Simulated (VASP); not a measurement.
Crystal: CdS.

```
Cd S
1.0
     3.89844    0.00000    0.00000
     0.00000    5.51149    0.00000
     0.00000    0.00000    3.89810
Cd S
2 2
Direct
  0.50000 0.50000 0.24303
  0.00000 0.00000 0.75697
  0.50000 0.00000 0.25516
  0.00000 0.50000 0.74484
```

Base run:

- Program: VASP 6.6.1
- Functional: r2SCAN
- Potentials or basis: VASP PAW PBE potentials, release 64 (Cd, S)
- Cutoff: 550 eV
- k mesh: 4 × 4 × 4
- Occupations: fermi-dirac, width 0.1 eV
- Spin: no spin polarisation

Its results: pressure -2.0 GPa; largest force 0.031 eV/Å.

The run is repeated on the same cell with these changes: functional from r2SCAN to PBEsol; cutoff from 550 eV to 500 eV. What comes out?

Pressure -4.0 GPa; largest force 0.028 eV/Å.

Caveats: some runs use coarse meshes; the PAW data sets were made with another functional, which shifts forces and pressure a little.
